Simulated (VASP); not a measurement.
# Cr (Im-3m) in VASP: further runs

Aim: see how the results for Cr move with the level of theory and the settings. Levels: r2SCAN, PBE+D3(BJ), BLYP+D4. Tasks: single point, relaxation of cell and atoms.

Program: VASP 6.6.1. These are calculated values, not measurements. Logs are shortened: lines on timing, memory, paths and dates and some standing lists are left out, and cuts for length are marked.

### Step 1. The cell of the first run

The structure is cubic, space group Im-3m (No. 229). The conventional cell has a = 2.989 Å, b = 2.989 Å, c = 2.989 Å, α = 90.00°, β = 90.00°, γ = 90.00°. Cr (site symmetry m-3m) has 14 Cr at 2.59 to 2.99 Å within 3.4 Å.

### Step 2. Single point, r2SCAN, collinear spin, ferromagnetic start

The input, POSCAR:

```
Cr
1.0
   -1.4942807567      1.4942807567      1.4942807567
    1.4942807567     -1.4942807567      1.4942807567
    1.4942807567      1.4942807567     -1.4942807567
Cr
1
Direct
    0.0000000000      0.0000000000      0.0000000000
```

The input, INCAR.step1:

```
PREC = Accurate
ENCUT = 520
ISMEAR = -1
SIGMA = 0.05
LREAL = False
LASPH = True
NELM = 150
ISPIN = 2
MAGMOM = 3
LMAXMIX = 4
NBANDS = 16
GGA = PE
ALGO = Normal
EDIFF = 1E-4
LWAVE = True
LCHARG = False
```

The input, INCAR.step2:

```
PREC = Accurate
ENCUT = 520
EDIFF = 1E-6
ISMEAR = -1
SIGMA = 0.05
LREAL = False
LASPH = True
NELM = 150
ALGO = Normal
ISIF = 2
LWAVE = False
LCHARG = False
ISPIN = 2
MAGMOM = 3
LORBIT = 11
LMAXMIX = 4
METAGGA = R2SCAN
LMIXTAU = True
NBANDS = 16
ISTART = 1
```

The input, KPOINTS:

```
Automatic mesh
0
Gamma
  12 12 12
```

Potentials or basis: VASP PAW PBE potentials, release 64 (Cr_pv).

The run is started by

```
$ cat potpaw_PBE.64/Cr_pv/POTCAR > POTCAR
$ cp INCAR.step1 INCAR
$ mpirun -np 1 vasp_std > vasp.out
$ cp INCAR.step2 INCAR
$ mpirun -np 1 vasp_std > vasp.out
```

OUTCAR:

```text
PREC = Accurate
   ENCUT = 520
   EDIFF = 1E-6
   ISMEAR = -1
   LREAL = False
   LASPH = True
   NELM = 150
   ISIF = 2
   ISPIN = 2
   LORBIT = 11
   METAGGA = R2SCAN
   ISTART = 1

 ion  position               nearest neighbor table
   1  0.000  0.000  0.000-

  LATTYP: Found a body centered cubic cell.
 ALAT       =     2.9885615134

  Lattice vectors:

 A1 = (  -1.4942807567,   1.4942807567,   1.4942807567)
 A2 = (   1.4942807567,  -1.4942807567,   1.4942807567)
 A3 = (   1.4942807567,   1.4942807567,  -1.4942807567)

Analysis of symmetry for initial positions (statically):
=====================================================================
 Subroutine PRICEL returns:
 Original cell was already a primitive cell.

 Routine SETGRP: Setting up the symmetry group for a
 body centered cubic supercell.

 Subroutine GETGRP returns: Found 48 space group operations
 (whereof 48 operations were pure point group operations)
 out of a pool of 48 trial point group operations.

The static configuration has the point symmetry O_h .

Analysis of symmetry for dynamics (positions and initial velocities):
=====================================================================
 Subroutine PRICEL returns:
 Original cell was already a primitive cell.

 Routine SETGRP: Setting up the symmetry group for a
 body centered cubic supercell.

 Subroutine GETGRP returns: Found 48 space group operations
 (whereof 48 operations were pure point group operations)
 out of a pool of 48 trial point group operations.

The dynamic configuration has the point symmetry O_h .

Analysis of structural, dynamic, and magnetic symmetry:
=====================================================================
 Subroutine PRICEL returns:
 Original cell was already a primitive cell.

 Routine SETGRP: Setting up the symmetry group for a
 body centered cubic supercell.

 Subroutine GETGRP returns: Found 48 space group operations
 (whereof 48 operations were pure point group operations)
 out of a pool of 48 trial point group operations.

The overall configuration has the point symmetry O_h .

 Subroutine INISYM returns: Found 48 space group operations
 (whereof 48 operations are pure point group operations),
 and found     1 'primitive' translations

----------------------------------------------------------------------------------------

                                     Primitive cell

  volume of cell :      13.3462

  direct lattice vectors                    reciprocal lattice vectors
    -1.494280757  1.494280757  1.494280757     0.000000000  0.334609141  0.334609141
     1.494280757 -1.494280757  1.494280757     0.334609141  0.000000000  0.334609141
     1.494280757  1.494280757 -1.494280757     0.334609141  0.334609141  0.000000000

  length of vectors
     2.588170191  2.588170191  2.588170191     0.473208785  0.473208785  0.473208785

  position of ions in fractional coordinates (direct lattice)
     0.000000000  0.000000000  0.000000000

  ion indices of the primitive-cell ions
   primitive index   ion index
                 1           1

----------------------------------------------------------------------------------------

 KPOINTS: Automatic mesh

Automatic generation of k-mesh.
 Grid dimensions read from file:
 generate k-points for:   12   12   12

 Generating k-lattice:

  Cartesian coordinates                     Fractional coordinates (reciprocal lattice)
     0.000000000  0.027884095  0.027884095     0.083333333  0.000000000  0.000000000
     0.027884095  0.000000000  0.027884095     0.000000000  0.083333333  0.000000000
     0.027884095  0.027884095  0.000000000     0.000000000  0.000000000  0.083333333

  Length of vectors
     0.039434065  0.039434065  0.039434065

  Shift w.r.t. Gamma in fractional coordinates (k-lattice)
     0.000000000  0.000000000  0.000000000

 Subroutine IBZKPT returns following result:
 ===========================================

 Found     72 irreducible k-points:

 Following reciprocal coordinates:
            Coordinates               Weight
  0.000000  0.000000  0.000000      1.000000
  0.083333  0.000000  0.000000     12.000000
  0.166667  0.000000  0.000000     12.000000
  0.250000  0.000000  0.000000     12.000000
  0.333333  0.000000  0.000000     12.000000
  0.416667  0.000000  0.000000     12.000000
[... 16 lines left out ...]
  0.333333  0.083333  0.083333     24.000000
  0.416667  0.083333  0.083333     12.000000
 [... further k-points ...]
   k-points           NKPTS =     72   k-points in BZ     NKDIM =     72   number of bands    NBANDS=     16
   number of dos      NEDOS =    301   number of ions     NIONS =      1
   total plane-waves  NPLWV =   8000
   dimension x,y,z NGX =    20 NGY =   20 NGZ =   20
   dimension x,y,z NGXF=    40 NGYF=   40 NGZF=   40
   ions per type =               1
   NGX,Y,Z   is equivalent  to a cutoff of  12.85, 12.85, 12.85 a.u.
   NGXF,Y,Z  is equivalent  to a cutoff of  25.69, 25.69, 25.69 a.u.
 SYSTEM =  unknown system
   PREC   = accura    normal or accurate (medium, high low for compatibility)
   ISTART =      1    job   : 0-new  1-cont  2-samecut
   ICHARG =      0    charge: 1-file 2-atom 10-const
   ISPIN  =      2    spin polarized calculation?
   LNONCOLLINEAR =      F non collinear calculations
   LSORBIT =      F    spin-orbit coupling
   LASPH  =      T    aspherical Exc in radial PAW
   ENCUT  =  520.0 eV  38.22 Ry    6.18 a.u.   4.81  4.81  4.81*2*pi/ulx,y,z
   NELM   =    150;   NELMIN=  2; NELMDL=  0     # of ELM steps
   EDIFF  = 0.1E-05   stopping-criterion for ELM
   LREAL  =      F    real-space projection
[... 7 lines left out ...]
   TEBEG  =    0.0;   TEEND  =   0.0 temperature during run
   PSTRESS=    0.0 pullay stress
   NELECT =      12.0000    total number of electrons
   NUPDOWN=      -1.0000    fix difference up-down
   EMIN   =  10.00;   EMAX   =-10.00  energy-range for DOS
   EFERMI =   0.00;   METHOD = LEGACY
   ISMEAR =    -1;   SIGMA  =   0.05  broadening in eV -4-tet -1-fermi 0-gaus
   EFERMI_NEDOS =   21; number of points for ismear=-14 and -15
   IALGO  =     38    algorithm
   IMIX   =      4    mixing-type and parameters
     AMIX     =   0.40;   BMIX     =  1.00
     AMIX_MAG =   1.60;   BMIX_MAG =  1.00
  volume/ion in A,a.u.               =      13.35        90.06
  Fermi-wavevector in a.u.,A,eV,Ry     =   1.580094  2.985946 33.969645  2.496698
  Thomas-Fermi vector in A             =   2.680374
   LORBIT       =     11    0 simple, 1 ext, 2 COOP (PROOUT), +10 PAW based schemes
   METAGGA = R2SCAN    functional components
   LHFCALC =     F    Hartree Fock is set to
   AEXX    =    0.0000 exact exchange contribution
   IVDW    =     0    specifies the selected vdW correction
   LEPSILON=     F    determine dielectric tensor
   LRPA    =     F    only Hartree local field effects (RPA)
 spin polarized calculation
  energy-cutoff  :      520.00
  volume of cell :       13.35
 maximum number of plane-waves:       370
   NGX =  9   NGY =  9   NGZ =  9

 number of electron      11.9999997 magnetization      -0.0000037

 number of electron      11.9999997 magnetization       0.0000007

 Free energy of the ion-electron system (eV)
  ---------------------------------------------------
  ext. energy  EPLUGINS =         0.00000000
  ---------------------------------------------------
  free energy    TOTEN  =       -14.58038412 eV

  energy without entropy =      -14.57407548  energy(sigma->0) =      -14.57722980

 E-fermi :   8.8814     XC(G=0): -14.0604

 val. band max:        8.8494331965   @ k =   0.4167   0.0833   0.0000
 cond. band min:       8.8901916423   @ k =  -0.2500   0.3333   0.1667
 fundamental gap:      0.0407584458
 Fermi energy:         8.8813737484

 spin component 1

 k-point     1 :       0.0000    0.0000    0.0000
  band No.  band energies     occupation
      1     -35.5466      1.00000
      2     -35.5466      1.00000
      3     -35.5466      1.00000
      4       1.1104      1.00000
      5       8.1668      1.00000
      6       8.1669      1.00000
[... 8 lines left out ...]
     15      37.5446      0.00000
     16      40.8879      0.00000

 k-point     2 :       0.0833    0.0000    0.0000
  band No.  band energies     occupation
      1     -35.5883      1.00000
      2     -35.5597      1.00000
      3     -35.5467      1.00000
      4       1.3906      1.00000
      5       8.0689      1.00000
      6       8.1479      1.00000
[... 8 lines left out ...]
     15      38.0167      0.00000
     16      38.4094      0.00000
[... 387 lines left out ...]
      5       6.8320      1.00000
      6       8.0996      1.00000
[... 8 lines left out ...]
     15      38.8553      0.00000
     16      40.8825      0.00000

 k-point    24 :       0.4167    0.0833    0.0833
  band No.  band energies     occupation
      1     -36.1065      1.00000
      2     -35.7661      1.00000
      3     -35.5870      1.00000
      4       5.4127      1.00000
      5       6.7622      1.00000
      6       8.5548      0.99855
[... 8 lines left out ...]
     15      38.9484      0.00000
     16      40.4711      0.00000

 [... further k-points ...]

 spin component 2

 k-point     1 :       0.0000    0.0000    0.0000
  band No.  band energies     occupation
      1     -35.5466      1.00000
      2     -35.5466      1.00000
      3     -35.5466      1.00000
      4       1.1104      1.00000
      5       8.1668      1.00000
      6       8.1669      1.00000
[... 8 lines left out ...]
     15      37.5446      0.00000
     16      40.8879      0.00000

 k-point     2 :       0.0833    0.0000    0.0000
  band No.  band energies     occupation
      1     -35.5882      1.00000
      2     -35.5597      1.00000
      3     -35.5467      1.00000
      4       1.3906      1.00000
      5       8.0689      1.00000
      6       8.1479      1.00000
[... 8 lines left out ...]
     15      38.0167      0.00000
     16      38.4094      0.00000
[... 387 lines left out ...]
      5       6.8320      1.00000
      6       8.0996      1.00000
[... 8 lines left out ...]
     15      38.8553      0.00000
     16      40.8825      0.00000

 k-point    24 :       0.4167    0.0833    0.0833
  band No.  band energies     occupation
      1     -36.1065      1.00000
      2     -35.7661      1.00000
      3     -35.5870      1.00000
      4       5.4127      1.00000
      5       6.7622      1.00000
      6       8.5548      0.99855
[... 8 lines left out ...]
     15      38.9484      0.00000
     16      40.4711      0.00000

 [... further k-points ...]
[... 5 lines left out ...]
  --------------------------------------------------------------------------------------
  -------------------------------------------------------------------------------------
  Total       -2.6631626     -2.6631626     -2.6631626      0.0000000     -0.0000000     -0.0000000
  in kB     -319.7066508   -319.7066508   -319.7066508      0.0000000     -0.0000000     -0.0000000
  external PRESSURE =    -319.7066508 kB  Pullay stress =       0.0000000 kB

 VOLUME and BASIS-vectors are now :
 -----------------------------------------------------------------------------
  energy-cutoff  :      520.00
  volume of cell :       13.35
      direct lattice vectors                 reciprocal lattice vectors
    -1.494280757  1.494280757  1.494280757     0.000000000  0.334609141  0.334609141
     1.494280757 -1.494280757  1.494280757     0.334609141  0.000000000  0.334609141
     1.494280757  1.494280757 -1.494280757     0.334609141  0.334609141  0.000000000

 POSITION                                       TOTAL-FORCE (eV/Angst)
 -----------------------------------------------------------------------------------
      0.00000      0.00000      0.00000         0.000000     -0.000000      0.000000
 -----------------------------------------------------------------------------------
    total drift:                                0.000000     -0.000000      0.000000

  FREE ENERGIE OF THE ION-ELECTRON SYSTEM (eV)
  ---------------------------------------------------
  free  energy   TOTEN  =       -14.5803841226 eV

  energy  without entropy=      -14.5740754786  energy(sigma->0) =      -14.57722980

 total charge

# of ion       s       p       d       tot
------------------------------------------
    1        0.667   6.337   4.020  11.024

 magnetization (x)

# of ion       s       p       d       tot
------------------------------------------
    1        0.000  -0.000   0.000   0.000
```

It took 86 s on 1 thread of Intel Xeon Platinum 8488C (Sapphire Rapids), shared host; peak memory 0.15 GiB.

Results:

```
Free energy                                           : -14.5804 eV
Pressure                                              : -32.0 GPa
Band gap on the k mesh                                : zero (filled and empty bands overlap)
Net moment                                            : 0.00 μB per cell
Valence electrons inside the program's atomic spheres : Cr 11.02
```

Levels at points of the mesh, in eV from the Fermi level:
Spin up:
| k point | band 3 | band 4 | band 5 | band 6 | band 7 | band 8 | band 9 | band 10 |
| --- | --- | --- | --- | --- | --- | --- | --- | --- |
| (0.00, 0.00, 0.00) | -44.43 | -7.77 | -0.71 | -0.71 | -0.71 | 1.32 | 1.32 | 3.06 |
| (0.50, 0.00, 0.00) | -44.43 | -3.87 | -2.04 | 0.74 | 1.20 | 1.58 | 2.43 | 2.98 |
| (0.50, 0.50, 0.50) | -44.85 | -3.44 | -3.44 | 2.11 | 2.11 | 2.11 | 2.98 | 9.82 |
Spin down:
```tsv
k point	band 3	band 4	band 5	band 6	band 7	band 8	band 9	band 10
(0.00, 0.00, 0.00)	-44.43	-7.77	-0.71	-0.71	-0.71	1.32	1.32	3.06
(0.50, 0.00, 0.00)	-44.43	-3.87	-2.04	0.74	1.20	1.58	2.43	2.98
(0.50, 0.50, 0.50)	-44.85	-3.44	-3.44	2.11	2.11	2.11	2.98	9.82
```

Caveat: the starting moments collapsed, and a magnetic state may lie lower; the PAW data sets were made with another functional, which shifts forces and pressure a little.

### Step 3. Single point, r2SCAN, collinear spin, ferromagnetic start

This run uses another cell than the first one, of 13.87 Å³/atom, 1.039 times its volume.

The input, POSCAR:

```
Cr
1.0
   -1.5135639255      1.5135639255      1.5135639255
    1.5135639255     -1.5135639255      1.5135639255
    1.5135639255      1.5135639255     -1.5135639255
Cr
1
Direct
    0.0000000000      0.0000000000      0.0000000000
```

The input, INCAR.step1:

```
SYSTEM = Cr
  PREC = Accurate
  ENCUT = 520
  ISMEAR = -1
  SIGMA = 0.05
  LREAL = .False.
  LASPH = .True.
  NELM = 150
  ISPIN = 2
  MAGMOM = 3
  LMAXMIX = 4
  NBANDS = 16
  GGA = PE
  ALGO = Normal
  EDIFF = 1E-4
  LWAVE = .True.
  LCHARG = .False.
```

The input, INCAR.step2:

```
SYSTEM = Cr
  PREC = Accurate
  ENCUT = 520
  EDIFF = 1E-6
  ISMEAR = -1
  SIGMA = 0.05
  LREAL = .False.
  LASPH = .True.
  NELM = 150
  ALGO = Normal
  ISIF = 2
  LWAVE = .False.
  LCHARG = .False.
  ISPIN = 2
  MAGMOM = 3
  LORBIT = 11
  LMAXMIX = 4
  METAGGA = R2SCAN
  LMIXTAU = .True.
  NBANDS = 16
  ISTART = 1
```

The input, KPOINTS:

```
Automatic mesh
0
Gamma
  12 12 12
  0 0 0
```

Potentials or basis: VASP PAW PBE potentials, release 64 (Cr_pv).

The run is started by

```
$ cat potpaw_PBE.64/Cr_pv/POTCAR > POTCAR
$ cp INCAR.step1 INCAR
$ mpirun -np 1 vasp_std > vasp.out
$ cp INCAR.step2 INCAR
$ mpirun -np 1 vasp_std > vasp.out
```

Run time: 90 s. Hardware: 1 thread of Intel Xeon Platinum 8488C (Sapphire Rapids), shared host; peak memory 0.14 GiB.

Results (log left out):

```yaml
Free_energy: -14.4687 eV
Pressure: -36.3 GPa
Band_gap_on_the_k_mesh: zero (filled and empty bands overlap)
Net_moment: 0.00 μB per cell
Valence_electrons_inside_the_program's_atomic_spheres: Cr 10.97
```

Levels at points of the mesh, in eV from the Fermi level:
Spin up:
```csv
k point,band 3,band 4,band 5,band 6,band 7,band 8,band 9,band 10
"(0.00, 0.00, 0.00)",-44.47,-7.61,-0.68,-0.68,-0.68,1.27,1.27,3.03
"(0.50, 0.00, 0.00)",-44.47,-3.70,-1.93,0.70,1.15,1.52,2.29,2.94
"(0.50, 0.50, 0.50)",-44.84,-3.23,-3.23,1.99,1.99,1.99,2.95,9.52
```
Spin down:
| k point | band 4 | band 5 | band 6 | band 7 | band 8 | band 9 |
| --- | --- | --- | --- | --- | --- | --- |
| (0.00, 0.00, 0.00) | -7.61 | -0.68 | -0.68 | -0.68 | 1.27 | 1.27 |
| (0.50, 0.00, 0.00) | -3.70 | -1.93 | 0.70 | 1.15 | 1.52 | 2.29 |
| (0.50, 0.50, 0.50) | -3.23 | -3.23 | 1.99 | 1.99 | 1.99 | 2.95 |

Caveat: the starting moments collapsed, and a magnetic state may lie lower; the PAW data sets were made with another functional, which shifts forces and pressure a little.

[end of part 1 of 2]
